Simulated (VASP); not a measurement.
# Pb (I4/mmm) in VASP: a series of runs

The runs below take Pb through single point, with PBEsol.

Everything below comes from runs of VASP 6.6.1. Logs are shortened: lines on timing, memory, paths and dates and some standing lists are left out, and cuts for length are marked.

## (1) The cell of the first run

The structure is tetragonal, space group I4/mmm (No. 139). The conventional cell has a = 3.794 Å, b = 3.794 Å, c = 4.186 Å, α = 90.00°, β = 90.00°, γ = 90.00°. Within 4.5 Å of Pb (site symmetry 4/mmm) lie 14 Pb at 3.40 to 4.19 Å.

## (2) Single point, PBEsol

File INCAR:

```
PREC     = Accurate       # precision mode
ENCUT    = 520            # plane-wave cutoff, eV
EDIFF    = 1E-7           # SCF threshold, eV
ISMEAR   = 0              # smearing method
SIGMA    = 0.15           # smearing width, eV
LREAL    = False          # projectors in reciprocal space
LASPH    = True           # aspherical terms in the spheres
NELM     = 80             # most SCF steps
ALGO     = Fast           # electronic algorithm
ISIF     = 2              # what is computed and relaxed
LWAVE    = False          # write WAVECAR
LCHARG   = False          # write CHGCAR
GGA      = PS             # functional
NBANDS   = 13             # bands
```

File KPOINTS:

```
regular mesh
0
Gamma
  18 18 18
```

File POSCAR:

```
Pb
1.0
    0.0000000000      2.6830591805      2.0927861608
    2.6830591805      0.0000000000      2.0927861608
    2.6830591805      2.6830591805      0.0000000000
Pb
1
Direct
    0.0000000000      0.0000000000      0.0000000000
```

Potentials or basis: VASP PAW PBE potentials, release 64 (Pb_d).

On the command line:

```bash
$ cat potpaw_PBE.64/Pb_d/POTCAR > POTCAR
$ mpirun -np 1 vasp_std > vasp.out
```

OUTCAR:

```text
PREC = Accurate
   ENCUT = 520
   EDIFF = 1E-7
   ISMEAR = 0
   LREAL = False
   LASPH = True
   NELM = 80
   ISIF = 2
   GGA = PS

 ion  position               nearest neighbor table
   1  0.000  0.000  0.000-

  LATTYP: Found a body centered tetragonal cell.
 ALAT       =     3.7944186817
 C/A-ratio  =     1.1030865787

  Lattice vectors:

 A1 = (   0.0000000000,  -2.6830591805,  -2.0927861608)
 A2 = (   0.0000000000,   2.6830591805,  -2.0927861608)
 A3 = (   2.6830591805,   0.0000000000,   2.0927861608)

Analysis of symmetry for initial positions (statically):
=====================================================================
 Subroutine PRICEL returns:
 Original cell was already a primitive cell.

 Routine SETGRP: Setting up the symmetry group for a
 body centered tetragonal supercell.

 Subroutine GETGRP returns: Found 16 space group operations
 (whereof 16 operations were pure point group operations)
 out of a pool of 16 trial point group operations.

The static configuration has the point symmetry D_4h.

Analysis of symmetry for dynamics (positions and initial velocities):
=====================================================================
 Subroutine PRICEL returns:
 Original cell was already a primitive cell.

 Routine SETGRP: Setting up the symmetry group for a
 body centered tetragonal supercell.

 Subroutine GETGRP returns: Found 16 space group operations
 (whereof 16 operations were pure point group operations)
 out of a pool of 16 trial point group operations.

The dynamic configuration has the point symmetry D_4h.

 Subroutine INISYM returns: Found 16 space group operations
 (whereof 16 operations are pure point group operations),
 and found     1 'primitive' translations

----------------------------------------------------------------------------------------

                                     Primitive cell

  volume of cell :      30.1311

  direct lattice vectors                    reciprocal lattice vectors
     0.000000000  2.683059180  2.092786161    -0.186354443  0.186354443  0.238915953
     2.683059180  0.000000000  2.092786161     0.186354443 -0.186354443  0.238915953
     2.683059180  2.683059180  0.000000000     0.186354443  0.186354443 -0.238915953

  length of vectors
     3.402728388  3.402728388  3.794418682     0.355720100  0.355720100  0.355720100

  position of ions in fractional coordinates (direct lattice)
     0.000000000  0.000000000  0.000000000

  ion indices of the primitive-cell ions
   primitive index   ion index
                 1           1

----------------------------------------------------------------------------------------

 KPOINTS: regular mesh

Automatic generation of k-mesh.
 Grid dimensions read from file:
 generate k-points for:   18   18   18

 Generating k-lattice:

  Cartesian coordinates                     Fractional coordinates (reciprocal lattice)
    -0.010353025  0.010353025  0.013273108     0.055555556 -0.000000000  0.000000000
     0.010353025 -0.010353025  0.013273108    -0.000000000  0.055555556  0.000000000
     0.010353025  0.010353025 -0.013273108     0.000000000  0.000000000  0.055555556

  Length of vectors
     0.019762228  0.019762228  0.019762228

  Shift w.r.t. Gamma in fractional coordinates (k-lattice)
     0.000000000  0.000000000  0.000000000

 Subroutine IBZKPT returns following result:
 ===========================================

 Found    480 irreducible k-points:

 Following reciprocal coordinates:
            Coordinates               Weight
  0.000000  0.000000  0.000000      1.000000
  0.055556 -0.000000  0.000000      8.000000
  0.111111 -0.000000  0.000000      8.000000
  0.166667 -0.000000  0.000000      8.000000
  0.222222 -0.000000  0.000000      8.000000
  0.277778 -0.000000  0.000000      8.000000
[... 16 lines left out ...]
 -0.277778  0.055556  0.000000      8.000000
 -0.222222  0.055556  0.000000      8.000000
 [... further k-points ...]
   k-points           NKPTS =    480   k-points in BZ     NKDIM =    480   number of bands    NBANDS=     13
   number of dos      NEDOS =    301   number of ions     NIONS =      1
   total plane-waves  NPLWV =  21952
   dimension x,y,z NGX =    28 NGY =   28 NGZ =   28
   dimension x,y,z NGXF=    56 NGYF=   56 NGZF=   56
   ions per type =               1
   NGX,Y,Z   is equivalent  to a cutoff of  13.68, 13.68, 12.27 a.u.
   NGXF,Y,Z  is equivalent  to a cutoff of  27.36, 27.36, 24.54 a.u.
 SYSTEM =  unknown system
   PREC   = accura    normal or accurate (medium, high low for compatibility)
   ISTART =      0    job   : 0-new  1-cont  2-samecut
   ICHARG =      2    charge: 1-file 2-atom 10-const
   ISPIN  =      1    spin polarized calculation?
   LNONCOLLINEAR =      F non collinear calculations
   LSORBIT =      F    spin-orbit coupling
   LASPH  =      T    aspherical Exc in radial PAW
   ENCUT  =  520.0 eV  38.22 Ry    6.18 a.u.   6.33  6.33  7.06*2*pi/ulx,y,z
   NELM   =     80;   NELMIN=  2; NELMDL= -5     # of ELM steps
   EDIFF  = 0.1E-06   stopping-criterion for ELM
   LREAL  =      F    real-space projection
   EDIFFG = 0.1E-05   stopping-criterion for IOM
   NSW    =      0    number of steps for IOM
   IBRION =     -1    ionic relax: 0-MD 1-quasi-New 2-CG
   NFREE  =      0    steps in history (QN), initial steepest desc. (CG)
   ISIF   =      2    stress and relaxation
   ISYM   =      2    0-nonsym 1-usesym 2-fastsym
   POTIM  = 0.5000    time-step for ionic-motion
   TEBEG  =    0.0;   TEEND  =   0.0 temperature during run
   PSTRESS=    0.0 pullay stress
   NELECT =      14.0000    total number of electrons
   NUPDOWN=      -1.0000    fix difference up-down
   EMIN   =  10.00;   EMAX   =-10.00  energy-range for DOS
   EFERMI =   0.00;   METHOD = LEGACY
   ISMEAR =     0;   SIGMA  =   0.15  broadening in eV -4-tet -1-fermi 0-gaus
   EFERMI_NEDOS =   21; number of points for ismear=-14 and -15
   IALGO  =     68    algorithm
   IMIX   =      4    mixing-type and parameters
     AMIX     =   0.40;   BMIX     =  1.00
     AMIX_MAG =   1.60;   BMIX_MAG =  1.00
  volume/ion in A,a.u.               =      30.13       203.33
  Fermi-wavevector in a.u.,A,eV,Ry     =   1.267980  2.396135 21.875082  1.607773
  Thomas-Fermi vector in A             =   2.401099
   LORBIT       =      0    0 simple, 1 ext, 2 COOP (PROOUT), +10 PAW based schemes
   GGA     = PS    functional components
   LHFCALC =     F    Hartree Fock is set to
   AEXX    =    0.0000 exact exchange contribution
   IVDW    =     0    specifies the selected vdW correction
   LEPSILON=     F    determine dielectric tensor
   LRPA    =     F    only Hartree local field effects (RPA)
 non-spin polarized calculation
 RMM-DIIS sequential band-by-band and
 Gauss-broadening in eV      SIGMA  =   0.15
  energy-cutoff  :      520.00
  volume of cell :       30.13
 maximum number of plane-waves:       827
 NGX is ok and might be reduce to    28

 number of electron      14.0000001 magnetization

 Free energy of the ion-electron system (eV)
  ---------------------------------------------------
  ext. energy  EPLUGINS =         0.00000000
  ---------------------------------------------------
  free energy    TOTEN  =        -3.97232694 eV

  energy without entropy =       -3.96547619  energy(sigma->0) =       -3.96890157

 E-fermi :   7.1590     XC(G=0): -10.3734

 val. band max:        7.1589290102   @ k =   0.5000   0.2778   0.2222
 cond. band min:       7.1593629848   @ k =  -0.2778   0.1111   0.0000
 fundamental gap:      0.0004339746
 Fermi energy:         7.1589571050

 k-point     1 :       0.0000    0.0000    0.0000
  band No.  band energies     occupation
      1      -9.8865      2.00000
      2      -9.8865      2.00000
      3      -9.8289      2.00000
      4      -9.6698      2.00000
      5      -9.6097      2.00000
      6      -4.6435      2.00000
      7      14.5819      0.00000
      8      14.9133      0.00000
      9      14.9133      0.00000
     10      17.6192      0.00000
     11      18.9299      0.00000
     12      18.9496      0.00000
     13      18.9496      0.00000

 k-point     2 :       0.0556   -0.0000    0.0000
  band No.  band energies     occupation
      1      -9.8828      2.00000
      2      -9.8820      2.00000
      3      -9.8250      2.00000
      4      -9.6710      2.00000
      5      -9.6118      2.00000
      6      -4.5820      2.00000
      7      13.9708      0.00000
      8      14.7092      0.00000
      9      14.7198      0.00000
     10      17.3968      0.00000
     11      18.6871      0.00000
     12      18.7674      0.00000
     13      19.3423      0.00000

 k-point     3 :       0.1111   -0.0000    0.0000
  band No.  band energies     occupation
      1      -9.8769      2.00000
      2      -9.8731      2.00000
      3      -9.8060      2.00000
      4      -9.6748      2.00000
      5      -9.6171      2.00000
      6      -4.3973      2.00000
      7      12.4186      0.00000
      8      14.2265      0.00000
      9      14.5240      0.00000
     10      17.0369      0.00000
     11      18.2686      0.00000
     12      18.3754      0.00000
     13      19.8603      0.00000
[... 305 lines left out ...]
 k-point    23 :      -0.2778    0.0556    0.0000
  band No.  band energies     occupation
      1      -9.8937      2.00000
      2      -9.8442      2.00000
      3      -9.6961      2.00000
      4      -9.6487      2.00000
      5      -9.6247      2.00000
      6      -2.9963      2.00000
      7       7.1712      0.90840
      8      12.2619      0.00000
      9      13.1680      0.00000
     10      16.0611      0.00000
     11      17.0351      0.00000
     12      17.3201      0.00000
     13      22.5494      0.00000

 k-point    24 :      -0.2222    0.0556    0.0000
  band No.  band energies     occupation
      1      -9.8808      2.00000
      2      -9.8486      2.00000
      3      -9.7125      2.00000
      4      -9.6879      2.00000
      5      -9.6242      2.00000
      6      -3.5504      2.00000
      7       8.8030      0.00000
      8      12.9074      0.00000
      9      13.4317      0.00000
     10      16.3494      0.00000
     11      17.0049      0.00000
     12      17.5725      0.00000
     13      22.0085      0.00000

 [... further k-points ...]

------------------------ aborting loop because EDIFF is reached ----------------------------------------

  FORCE on cell =-STRESS in cart. coord.  units (eV):
  Direction    XX          YY          ZZ          XY          YZ          ZX
  --------------------------------------------------------------------------------------
  -------------------------------------------------------------------------------------
  Total       -0.1349667     -0.1349667      0.1074794      0.0000000      0.0000000      0.0000000
  in kB       -7.1766535     -7.1766535      5.7150570      0.0000000      0.0000000      0.0000000
  external PRESSURE =      -2.8794167 kB  Pullay stress =       0.0000000 kB

 VOLUME and BASIS-vectors are now :
 -----------------------------------------------------------------------------
  energy-cutoff  :      520.00
  volume of cell :       30.13
      direct lattice vectors                 reciprocal lattice vectors
     0.000000000  2.683059180  2.092786161    -0.186354443  0.186354443  0.238915953
     2.683059180  0.000000000  2.092786161     0.186354443 -0.186354443  0.238915953
     2.683059180  2.683059180  0.000000000     0.186354443  0.186354443 -0.238915953

 POSITION                                       TOTAL-FORCE (eV/Angst)
 -----------------------------------------------------------------------------------
      0.00000      0.00000      0.00000         0.000000      0.000000      0.000000
 -----------------------------------------------------------------------------------
    total drift:                               -0.000000     -0.000000     -0.000000

  FREE ENERGIE OF THE ION-ELECTRON SYSTEM (eV)
  ---------------------------------------------------
  free  energy   TOTEN  =        -3.9723269399 eV

  energy  without entropy=       -3.9654761906  energy(sigma->0) =       -3.96890157
```

Wall time 4.7 min (1 thread of Intel Xeon Platinum 8375C at 2.90GHz (Ice Lake), shared host); peak memory 0.29 GiB.

What came out:

| Property | Result |
| --- | --- |
| Free energy | -3.9723 eV |
| Pressure | -0.3 GPa |
| Band gap on the k mesh | zero (bands 7 and 8 overlap by 9.41 eV) |

Caveat: the PAW data sets were made with another functional, which shifts forces and pressure a little; spin-orbit coupling is left out, which moves the levels of the heavy elements.

## (3) Single point, PBEsol

This run uses another cell than the first one, of the same volume but with other edges.

File INCAR:

```
ALGO = Fast ; EDIFF = 1E-6
ENCUT = 520 ; GGA = PS
ISIF = 2 ; ISMEAR = 0
LASPH = True ; LCHARG = True
LELF = True ; LREAL = False
LVHAR = True ; LWAVE = False
NBANDS = 13 ; NELM = 100
PREC = Accurate ; SIGMA = 0.15
```

File KPOINTS:

```
k-points
0
Gamma
  18 18 18
```

File POSCAR:

```
Pb
1.0
    0.0000000000      2.2629797558      2.9418736826
    2.2629797558      0.0000000000      2.9418736826
    2.2629797558      2.2629797558      0.0000000000
Pb
1
Direct
    0.0000000000      0.0000000000      0.0000000000
```

Potentials or basis: VASP PAW PBE potentials, release 64 (Pb_d).

On the command line:

```bash
$ cat potpaw_PBE.64/Pb_d/POTCAR > POTCAR
$ mpirun -np 1 vasp_std > vasp.out
```

Wall time 3.4 min (1 thread of Intel Xeon Platinum 8375C at 2.90GHz (Ice Lake), shared host); peak memory 0.29 GiB.

It converged, with:

* Free energy: -3.9181 eV
* Pressure: 0.8 GPa
* Band gap on the k mesh: zero (bands 7 and 8 overlap by 8.41 eV)

Stress tensor (GPa, compression positive):
```
 2.81  0.00  0.00
 0.00  2.81  0.00
 0.00  0.00 -3.23
```

Levels at points of the mesh, in eV from the Fermi level:
```tsv
k point	band 3	band 4	band 5	band 6	band 7	band 8	band 9	band 10	band 11	band 12
(0.00, 0.00, 0.00)	-16.90	-16.90	-16.74	-11.88	6.08	7.60	7.60	10.41	10.48	10.78
(0.50, 0.00, 0.00)	-16.91	-16.78	-16.69	-8.07	-4.24	2.94	6.97	8.15	10.61	13.06
(0.50, 0.50, 0.00)	-16.74	-16.74	-16.71	-8.81	-4.31	4.37	4.37	7.85	8.84	19.49
(0.50, 0.00, 0.50)	-16.86	-16.76	-16.52	-5.59	-2.55	0.43	2.32	4.79	6.25	14.29
```

Caveat: the PAW data sets were made with another functional, which shifts forces and pressure a little; spin-orbit coupling is left out, which moves the levels of the heavy elements.

## (4) Single point, PBEsol

This run uses another cell than the first one, of the same volume but with other edges.

File INCAR:

```
PREC = Accurate
ENCUT = 520
EDIFF = 1E-7
ISMEAR = 0
SIGMA = 0.15
LREAL = F
LASPH = T
NELM = 80
ALGO = Fast
ISIF = 2
LWAVE = F
LCHARG = F
GGA = PS
NBANDS = 13
```

File KPOINTS:

```
regular mesh
0
Gamma
  18 18 18
```

File POSCAR:

```
Pb
1.0
    0.0000000000      2.5394081583      2.3362555057
    2.5394081583      0.0000000000      2.3362555057
    2.5394081583      2.5394081583      0.0000000000
Pb
1
Direct
    0.0000000000      0.0000000000      0.0000000000
```

On the command line:

```bash
$ cat potpaw_PBE.64/Pb_d/POTCAR > POTCAR
$ mpirun -np 1 vasp_std > vasp.out
```

Wall time 4.4 min (1 thread of Intel Xeon Platinum 8375C at 2.90GHz (Ice Lake), shared host); peak memory 0.29 GiB.

Results (log left out):

| Quantity | Value |
| --- | --- |
| Free energy | -3.9970 eV |
| Pressure | -0.2 GPa |
| Band gap on the k mesh | zero (bands 7 and 8 overlap by 9.11 eV) |

Stress tensor (GPa, compression positive):
```
-0.43  0.00  0.00
 0.00 -0.43  0.00
 0.00  0.00  0.19
```

Levels at points of the mesh, in eV from the Fermi level:
```
           k point  band 4  band 5  band 6  band 7  band 8  band 9  band 10  band 11
(0.00, 0.00, 0.00)  -16.91  -16.82  -11.83    7.35    7.52    7.52     9.83    11.42
(0.50, 0.00, 0.00)  -16.75  -16.70   -8.15   -4.26    4.94    6.04     9.16     9.56
(0.50, 0.50, 0.00)  -16.68  -16.68   -6.14   -2.81    1.37    1.37     4.81     6.07
(0.50, 0.00, 0.50)  -16.73  -16.66   -7.03   -3.55    2.16    2.67     5.73     7.01
```

Caveat: the PAW data sets were made with another functional, which shifts forces and pressure a little; spin-orbit coupling is left out, which moves the levels of the heavy elements.

(Part 1 of 2 ends here.)
